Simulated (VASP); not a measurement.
Here is a VASP 6.6.1 calculation.

The input INCAR:

```
PREC     = Accurate       # precision mode
ENCUT    = 520            # plane-wave cutoff, eV
EDIFF    = 1E-6           # SCF threshold, eV
ISMEAR   = 0              # smearing method
SIGMA    = 0.1            # smearing width, eV
LREAL    = F              # projectors in reciprocal space
LASPH    = T              # aspherical terms in the spheres
NELM     = 80             # most SCF steps
ALGO     = Normal         # electronic algorithm
ISIF     = 2              # what is computed and relaxed
LWAVE    = F              # write WAVECAR
LCHARG   = T              # write CHGCAR
GGA      = PE             # functional
LELF     = T              # ELF
LVHAR    = T            
NBANDS   = 21             # bands
```

File KPOINTS:

```
Automatic mesh
0
Gamma
  6 6 4
```

File POSCAR:

```
Mo
1.0
    2.8775761300      0.0000000000      0.0000000000
    0.0000000000      2.9202758500      0.0000000000
    0.0000000000      0.0000000000      3.8905997200
Mo
2
Direct
    0.0000000000      0.0000000000      0.7872208400
    0.5000000000      0.5000000000      0.2127791600
```

Potentials or basis: VASP PAW PBE potentials, release 64 (Mo_sv).

Command:

```console
$ cat potpaw_PBE.64/Mo_sv/POTCAR > POTCAR
$ mpirun -np 1 vasp_std > vasp.out
```

(1) What does it give for the largest force?

(2) Predict the pressure.

(3) What does it give for the band gap on the k mesh?

Answers

(1) 1.824 eV/Å.

(2) 3.5 GPa.

(3) zero (band 14 reaches 15.12 eV, above the bottom of band 15 at 11.01 eV).

Caveat: the k points lie up to 0.40 Å⁻¹ apart; forces of over 1 eV/Å act on the atoms, so gaps and moduli don't describe the material at rest.
